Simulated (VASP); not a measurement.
# TaF3 (P4/mmm) in VASP: notebook

The runs below take TaF3 through single point, with PBEsol.

Everything below comes from runs of VASP 6.6.1. Logs are shortened: lines on timing, memory, paths and dates and some standing lists are left out, and cuts for length are marked.

### Step 1. The cell of the first run

The structure is tetragonal, space group P4/mmm (No. 123). Conventional cell: a = 3.960 Å, b = 3.960 Å, c = 4.018 Å, α = 90.00°, β = 90.00°, γ = 90.00°. Within 2.6 Å of Ta (site symmetry 4/mmm) lie 6 F at 1.98 to 2.01 Å. Within 2.6 Å of F (site symmetry mmm) lie 2 Ta at 1.98 Å. F (site symmetry 4/mmm) has 2 Ta at 2.01 Å within 2.7 Å.

### Step 2. Single point, PBEsol (strain +0.015 along x and y, +0.030 along z)

The input, INCAR:

```
ALGO = Normal
EDIFF = 1E-6
ENCUT = 520
GGA = PS
ISIF = 2
ISMEAR = 0
LASPH = T
LCHARG = F
LREAL = F
LWAVE = F
NBANDS = 24
NELM = 80
PREC = Accurate
SIGMA = 0.15
```

The input, KPOINTS:

```
k-points
0
Gamma
  12 12 12
```

The input, POSCAR:

```
TaF3
1.0
    3.9597180000      0.0000000000      0.0000000000
    0.0000000000      3.9597180000      0.0000000000
    0.0000000000      0.0000000000      4.0182360000
Ta F
1 3
Direct
    0.0000000000      0.0000000000      0.0000000000
    0.5000000000      0.0000000000      0.0000000000
    0.0000000000      0.5000000000      0.0000000000
    0.0000000000      0.0000000000      0.5000000000
```

Potentials or basis: VASP PAW PBE potentials, release 64 (Ta_pv, F).

Command:

```bash
$ cat potpaw_PBE.64/Ta_pv/POTCAR potpaw_PBE.64/F/POTCAR > POTCAR
$ mpirun -np 1 vasp_std > vasp.out
```

OUTCAR:

```text
EDIFF = 1E-6
   ENCUT = 520
   GGA = PS
   ISIF = 2
   ISMEAR = 0
   LASPH = T
   LREAL = F
   NELM = 80
   PREC = Accurate

 ion  position               nearest neighbor table
   1  0.000  0.000  0.000-   2 1.98   3 1.98   3 1.98   2 1.98   4 2.01   4 2.01
   2  0.500  0.000  0.000-   1 1.98   1 1.98
   3  0.000  0.500  0.000-   1 1.98   1 1.98
   4  0.000  0.000  0.500-   1 2.01   1 2.01

  LATTYP: Found a simple tetragonal cell.
 ALAT       =     3.9597180000
 C/A-ratio  =     1.0147783251

  Lattice vectors:

 A1 = (   3.9597180000,   0.0000000000,   0.0000000000)
 A2 = (   0.0000000000,   3.9597180000,   0.0000000000)
 A3 = (   0.0000000000,   0.0000000000,   4.0182360000)

Analysis of symmetry for initial positions (statically):
=====================================================================
 Subroutine PRICEL returns:
 Original cell was already a primitive cell.

 Routine SETGRP: Setting up the symmetry group for a
 simple tetragonal supercell.

 Subroutine GETGRP returns: Found 16 space group operations
 (whereof 16 operations were pure point group operations)
 out of a pool of 16 trial point group operations.

The static configuration has the point symmetry D_4h.

Analysis of symmetry for dynamics (positions and initial velocities):
=====================================================================
 Subroutine PRICEL returns:
 Original cell was already a primitive cell.

 Routine SETGRP: Setting up the symmetry group for a
 simple tetragonal supercell.

 Subroutine GETGRP returns: Found 16 space group operations
 (whereof 16 operations were pure point group operations)
 out of a pool of 16 trial point group operations.

The dynamic configuration has the point symmetry D_4h.

 Subroutine INISYM returns: Found 16 space group operations
 (whereof 16 operations are pure point group operations),
 and found     1 'primitive' translations

----------------------------------------------------------------------------------------

                                     Primitive cell

  volume of cell :      63.0034

  direct lattice vectors                    reciprocal lattice vectors
     3.959718000  0.000000000  0.000000000     0.252543237  0.000000000  0.000000000
     0.000000000  3.959718000  0.000000000     0.000000000  0.252543237  0.000000000
[... 87 lines left out ...]
   ENCUT  =  520.0 eV  38.22 Ry    6.18 a.u.   7.36  7.36  7.47*2*pi/ulx,y,z
   NELM   =     80;   NELMIN=  2; NELMDL= -5     # of ELM steps
   EDIFF  = 0.1E-05   stopping-criterion for ELM
   LREAL  =      F    real-space projection
   EDIFFG = 0.1E-04   stopping-criterion for IOM
   NSW    =      0    number of steps for IOM
   IBRION =     -1    ionic relax: 0-MD 1-quasi-New 2-CG
   NFREE  =      0    steps in history (QN), initial steepest desc. (CG)
   ISIF   =      2    stress and relaxation
   ISYM   =      2    0-nonsym 1-usesym 2-fastsym
   POTIM  = 0.5000    time-step for ionic-motion
   TEBEG  =    0.0;   TEEND  =   0.0 temperature during run
   PSTRESS=    0.0 pullay stress
   NELECT =      32.0000    total number of electrons
   NUPDOWN=      -1.0000    fix difference up-down
   EMIN   =  10.00;   EMAX   =-10.00  energy-range for DOS
   EFERMI =   0.00;   METHOD = LEGACY
   ISMEAR =     0;   SIGMA  =   0.15  broadening in eV -4-tet -1-fermi 0-gaus
   EFERMI_NEDOS =   21; number of points for ismear=-14 and -15
   IALGO  =     38    algorithm
   IMIX   =      4    mixing-type and parameters
     AMIX     =   0.40;   BMIX     =  1.00
     AMIX_MAG =   1.60;   BMIX_MAG =  1.00
  volume/ion in A,a.u.               =      15.75       106.29
  Fermi-wavevector in a.u.,A,eV,Ry     =   1.306181  2.468325 23.213035  1.706110
  Thomas-Fermi vector in A             =   2.437001
   LORBIT       =      0    0 simple, 1 ext, 2 COOP (PROOUT), +10 PAW based schemes
   GGA     = PS    functional components
   LHFCALC =     F    Hartree Fock is set to
   AEXX    =    0.0000 exact exchange contribution
   IVDW    =     0    specifies the selected vdW correction
   LEPSILON=     F    determine dielectric tensor
   LRPA    =     F    only Hartree local field effects (RPA)
 non-spin polarized calculation
 Gauss-broadening in eV      SIGMA  =   0.15
  energy-cutoff  :      520.00
  volume of cell :       63.00
 maximum number of plane-waves:      1743
 NGX is ok and might be reduce to    30
   NGX = 15   NGY = 15   NGZ = 15

 number of electron      31.9999963 magnetization

 Free energy of the ion-electron system (eV)
  ---------------------------------------------------
  ext. energy  EPLUGINS =         0.00000000
  ---------------------------------------------------
  free energy    TOTEN  =       -27.74930325 eV

  energy without entropy =      -27.71733480  energy(sigma->0) =      -27.73331902

 E-fermi :   4.2025     XC(G=0):  -8.8958

 val. band max:        4.1995932087   @ k =   0.1667   0.0833   0.3333
 cond. band min:       4.2065779194   @ k =   0.3333   0.1667   0.0000
 fundamental gap:      0.0069847107
 Fermi energy:         4.2025022758

 k-point     1 :       0.0000    0.0000    0.0000
  band No.  band energies     occupation
      1     -32.7499      2.00000
      2     -32.7499      2.00000
      3     -32.6909      2.00000
      4     -24.2612      2.00000
      5     -23.9940      2.00000
      6     -23.7515      2.00000
[... 637 lines left out ...]
     23      10.8878      0.00000
     24      12.5549      0.00000

 [... further k-points ...]

------------------------ aborting loop because EDIFF is reached ----------------------------------------

  FORCE on cell =-STRESS in cart. coord.  units (eV):
  Direction    XX          YY          ZZ          XY          YZ          ZX
  --------------------------------------------------------------------------------------
  -------------------------------------------------------------------------------------
  Total        4.6454655      4.6454655      2.6759959      0.0000000      0.0000000      0.0000000
  in kB      118.1342602    118.1342602     68.0506182      0.0000000      0.0000000      0.0000000
  external PRESSURE =     101.4397129 kB  Pullay stress =       0.0000000 kB

 VOLUME and BASIS-vectors are now :
 -----------------------------------------------------------------------------
  energy-cutoff  :      520.00
  volume of cell :       63.00
      direct lattice vectors                 reciprocal lattice vectors
     3.959718000  0.000000000  0.000000000     0.252543237  0.000000000  0.000000000
     0.000000000  3.959718000  0.000000000     0.000000000  0.252543237  0.000000000
     0.000000000  0.000000000  4.018236000     0.000000000  0.000000000  0.248865423

 POSITION                                       TOTAL-FORCE (eV/Angst)
 -----------------------------------------------------------------------------------
      0.00000      0.00000      0.00000         0.000000      0.000000      0.000000
      1.97986      0.00000      0.00000         0.000000      0.000000      0.000000
      0.00000      1.97986      0.00000         0.000000      0.000000      0.000000
      0.00000      0.00000      2.00912         0.000000      0.000000      0.000000
 -----------------------------------------------------------------------------------
    total drift:                                0.000000      0.000000      0.000000

  FREE ENERGIE OF THE ION-ELECTRON SYSTEM (eV)
  ---------------------------------------------------
  free  energy   TOTEN  =       -27.7493032517 eV

  energy  without entropy=      -27.7173347976  energy(sigma->0) =      -27.73331902
```

OSZICAR:

```text
N       E                     dE             d eps       ncg     rms          rms(c)
DAV:   1     0.263809896858E+03    0.26381E+03   -0.17938E+04  9416   0.130E+03
DAV:   2    -0.158649721429E+02   -0.27967E+03   -0.26977E+03 11760   0.367E+02
DAV:   3    -0.294861841807E+02   -0.13621E+02   -0.13516E+02 11864   0.809E+01
DAV:   4    -0.295985848608E+02   -0.11240E+00   -0.11237E+00 10096   0.830E+00
DAV:   5    -0.295997437641E+02   -0.11589E-02   -0.11588E-02 11984   0.813E-01    0.264E+01
DAV:   6    -0.277556053332E+02    0.18441E+01   -0.64542E+00  9872   0.229E+01    0.133E+01
DAV:   7    -0.277409794706E+02    0.14626E-01   -0.20001E-01  9968   0.401E+00    0.791E+00
DAV:   8    -0.277470025991E+02   -0.60231E-02   -0.23737E-02 10632   0.151E+00    0.119E+00
DAV:   9    -0.277462378222E+02    0.76478E-03   -0.45424E-03 11136   0.519E-01    0.305E-01
DAV:  10    -0.277486194494E+02   -0.23816E-02   -0.16527E-03  9480   0.273E-01    0.383E-02
DAV:  11    -0.277492763350E+02   -0.65689E-03   -0.63133E-04  9736   0.124E-01    0.281E-02
DAV:  12    -0.277492965325E+02   -0.20198E-04   -0.17712E-05 10784   0.314E-02    0.187E-02
DAV:  13    -0.277493014742E+02   -0.49417E-05   -0.25672E-06  8616   0.896E-03    0.266E-03
DAV:  14    -0.277493032164E+02   -0.17422E-05   -0.20908E-06  8104   0.804E-03    0.667E-04
DAV:  15    -0.277493032517E+02   -0.35264E-07   -0.41087E-08  8440   0.187E-03
   1 F= -.27749303E+02 E0= -.27733319E+02  d E =-.319685E-01
```

It took 2.9 min on 1 thread of Intel Xeon 6975P-C (Granite Rapids), shared host; peak memory 0.35 GiB.

Results:

```yaml
Free_energy: -27.7493 eV
Pressure: 10.1 GPa
Band_gap_on_the_k_mesh: zero (bands 16 and 17 overlap by 2.72 eV)
```

Levels at points of the mesh, in eV from the Fermi level:
```
           k point  band 12  band 13  band 14  band 15  band 16  band 17  band 18  band 19  band 20  band 21
(0.00, 0.00, 0.00)    -8.86    -8.79    -8.65    -8.65    -1.16    -1.14    -1.14    -0.31     2.18     2.36
(0.50, 0.00, 0.00)    -9.40    -8.84    -8.80    -8.65    -1.06     0.35     0.36     1.97     2.39     2.66
(0.50, 0.50, 0.00)    -9.35    -8.97    -8.97    -8.23     0.46     0.46     1.45     2.66     5.11     5.15
(0.00, 0.00, 0.50)    -9.31    -8.97    -8.85    -8.85    -1.09     0.25     0.25     2.09     2.46     2.60
(0.50, 0.00, 0.50)    -9.29    -9.22    -9.20    -8.12     0.34     0.44     1.36     2.95     5.05     5.10
(0.50, 0.50, 0.50)   -10.67    -8.22    -8.12    -8.12     1.58     1.58     1.66     4.10     6.66     7.01
```

Caveat: the cell differs from its parent crystal (strain +0.015 along x and y, +0.030 along z); the stress differs along the axes, from 7 to 12 GPa; the PAW data sets were made with another functional, which shifts forces and pressure a little; spin-orbit coupling is left out, which moves the levels of the heavy elements.

(Part 1 of 2 ends here.)
